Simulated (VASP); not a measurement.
C:

```xyz
8
Lattice="2.5221 0.0000 0.0000 -1.2611 2.1842 0.0000 0.0000 0.0000 8.2371" Properties=species:S:1:pos:R:3 pbc="T T T"
C     0.0000    0.0000    0.7722
C     0.0000    0.0000    4.8908
C     0.0000    0.0000    3.3463
C     0.0000    0.0000    7.4649
C     0.0000    1.4561    1.2870
C     1.2611    0.7281    5.4056
C     0.0000    1.4561    2.8315
C     1.2611    0.7281    6.9501
```

* Program: VASP 6.6.1
* Task: relaxation of cell and atoms
* Functional: PBE
* Potentials or basis: VASP PAW PBE potentials, release 64 (C)
* Cutoff: 600 eV
* k mesh: 10 × 10 × 3
* Occupations: fermi-dirac, width 0.1 eV
* Spin: no spin polarisation

At the start: pressure 2.3 GPa; volume 5.67 Å³/atom.

Task: How do energy, volume and symmetry change on relaxing?

Result: Over 6 steps the energy falls by 2.6 meV/atom and the volume is 5.70 Å³/atom (+0.5 %); space group P6_3/mmc (No. 194, to 0.05 Å).

The path:
| step | energy change (eV) | largest force (eV/Å) | pressure (GPa) | volume (Å³) |
| --- | --- | --- | --- | --- |
| 1 | 0.0000 | 0.3284 | 2.25 | 45.38 |
| 2 | 0.0130 | 0.4680 | -2.50 | 45.90 |
| 3 | -0.0204 | 0.0443 | 0.01 | 45.60 |
| 4 | -0.0204 | 0.0371 | 0.05 | 45.60 |
| 5 | -0.0204 | 0.0402 | -0.06 | 45.61 |
| 6 | -0.0206 | 0.0041 | -0.01 | 45.60 |

Final structure:
```
C
1.0
     2.51813    0.00000    0.00000
    -1.25907    2.18076    0.00000
     0.00000    0.00000    8.30410
C
8
Direct
  0.00000 0.00000 0.09298
  0.00000 0.00000 0.59298
  0.00000 0.00000 0.40702
  0.00000 0.00000 0.90702
  0.33333 0.66667 0.15555
  0.66667 0.33333 0.65555
  0.33333 0.66667 0.34445
  0.66667 0.33333 0.84445
```
